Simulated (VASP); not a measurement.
Set up this calculation in VASP 6.6.1, as the native input.

| Item | Value |
| --- | --- |
| Task | single point |
| Functional | PBEsol |
| Potentials or basis | VASP PAW PBE potentials, release 64 (As) |
| Cutoff | 520 eV |
| k mesh | 18 × 18 × 18 |
| Occupations | gaussian, width 0.15 eV |
| Spin | no spin polarisation |
| Dipole correction | no |
| Further INCAR settings | ALGO = Normal; EDIFF = 1e-07; NBANDS = 12 |

The structure of As lies in POSCAR:

```
As
1.0
    1.9079456994      1.1015529631      3.3811969000
   -1.9079456994      1.1015529631      3.3811969000
    0.0000000000     -2.2031059263      3.3811969000
As
2
Direct
    0.2275400000      0.2275400000      0.2275400000
    0.7724600000      0.7724600000      0.7724600000
```

This cell differs from its parent crystal: strain +0.015 along x and y, -0.030 along z.

These files were run (other wordings do the same):

INCAR

```
  PREC = Accurate
  ENCUT = 520
  EDIFF = 1E-7
  ISMEAR = 0
  SIGMA = 0.15
  LREAL = F
  LASPH = T
  NELM = 100
  ALGO = Normal
  ISIF = 2
  LWAVE = F
  LCHARG = F
  GGA = PS
  NBANDS = 12
```

KPOINTS

```
regular mesh
0
Gamma
  18 18 18
```

Potentials or basis: VASP PAW PBE potentials, release 64 (As).

Run with:

```sh
$ cat potpaw_PBE.64/As/POTCAR > POTCAR
$ mpirun -np 1 vasp_std > vasp.out
```

Results of the run:

```yaml
Pressure: -0.2 GPa
Largest_force: 0.334 eV/Å
Band_gap_on_the_k_mesh: zero (bands 5 and 6 overlap by 0.25 eV)
```

Caveat: the cell differs from its parent crystal (strain +0.015 along x and y, -0.030 along z); the PAW data sets were made with another functional, which shifts forces and pressure a little.

Wall time 2.8 min on 1 thread of AMD EPYC 7R13 Processor (Zen 3), with other jobs on the host, peak memory 0.34 GiB.
